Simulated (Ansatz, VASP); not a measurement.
**Si4W: VASP beside Ansatz**

```
Si W
1.0
    -1.66506    1.66506    6.35679
     1.66506   -1.66506    6.35679
     1.66506    1.66506   -6.35679
Si W
4 1
Cartesian
  0.0000 0.0000 2.6698
  0.0000 0.0000 10.0438
  0.0000 0.0000 5.1074
  0.0000 0.0000 7.6062
  0.0000 0.0000 0.0000
```

Alike in both runs: functional PBE; k mesh 7 × 7 × 7; occupations gaussian, width 0.2 eV; no spin polarisation.

Ansatz relaxed the structure, and its values are those at the end. VASP's run is a single point on that final structure, the one shown.

|  | VASP | Ansatz |
| --- | --- | --- |
| version | VASP 6.6.1 | Ansatz 0.2.0 |
| potentials or method | VASP PAW PBE potentials, release 64 (Si, W_sv), cutoff 520 eV | scalar-relativistic, plane waves, PAW |
| valence electrons in the cell | 30 | 30 |

```tsv
	VASP	Ansatz	Ansatz less VASP
gap on the k mesh at the Fermi level (eV)	none	none	-
pressure (GPa)	0.0	0.0	+0.02
rms of the force components (eV/Å)	0.007	0.005	-0.0022
```

A gap of «none» marks a metal or a gap that the smearing closes.

The k mesh is coarse, so the values compare programs but aren't converged. Neither program's run includes spin-orbit coupling.
